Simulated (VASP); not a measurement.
Write the native input for VASP 6.6.1 that does the following.

- Task: single point
- Functional: PBE
- Potentials or basis: VASP PAW PBE potentials, release 64 (Zr_sv, C)
- Cutoff: 520 eV
- k mesh: 6 × 6 × 4
- Occupations: gaussian, width 0.2 eV
- Spin: no spin polarisation
- Dipole correction: no
- Further INCAR settings: ALGO = Normal; EDIFF = 1e-06; NBANDS = 21

The structure of Zr2C lies in POSCAR:

```
Zr2C
1.0
    2.9648193287      0.0000000000      0.0000000000
    0.0000000000      2.9648193287      0.0000000000
    0.0000000000      0.0000000000      5.7055542627
Zr C
2 1
Direct
    0.5000000000      0.5000000000      0.2673401949
    0.5000000000      0.5000000000      0.7326598051
    0.0000000000      0.0000000000      0.5000000000
```

One way to write it, as run:

INCAR

```
PREC     = Accurate       # precision mode
ENCUT    = 520            # plane-wave cutoff, eV
EDIFF    = 1E-6           # SCF threshold, eV
ISMEAR   = 0              # smearing method
SIGMA    = 0.2            # smearing width, eV
LREAL    = F              # projectors in reciprocal space
LASPH    = T              # aspherical terms in the spheres
NELM     = 60             # most SCF steps
ALGO     = Normal         # electronic algorithm
ISIF     = 2              # what is computed and relaxed
LWAVE    = F              # write WAVECAR
LCHARG   = T              # write CHGCAR
GGA      = PE             # functional
LELF     = T              # ELF
LVHAR    = T            
NBANDS   = 21             # bands
```

KPOINTS

```
Automatic mesh
0
Gamma
  6 6 4
```

Potentials or basis: VASP PAW PBE potentials, release 64 (Zr_sv, C).

Command:

```bash
$ cat potpaw_PBE.64/Zr_sv/POTCAR potpaw_PBE.64/C/POTCAR > POTCAR
$ mpirun -np 1 vasp_std > vasp.out
```

Results of the run:

* Pressure: 0.1 GPa
* Largest force: 0.006 eV/Å
* Band gap on the k mesh: zero (band 14 reaches 10.12 eV, above the bottom of band 15 at 8.32 eV)

It took 13 s on 1 thread of Intel(R) Xeon(R) 6975P-C (Granite Rapids), on a shared host, peak memory 0.17 GiB.
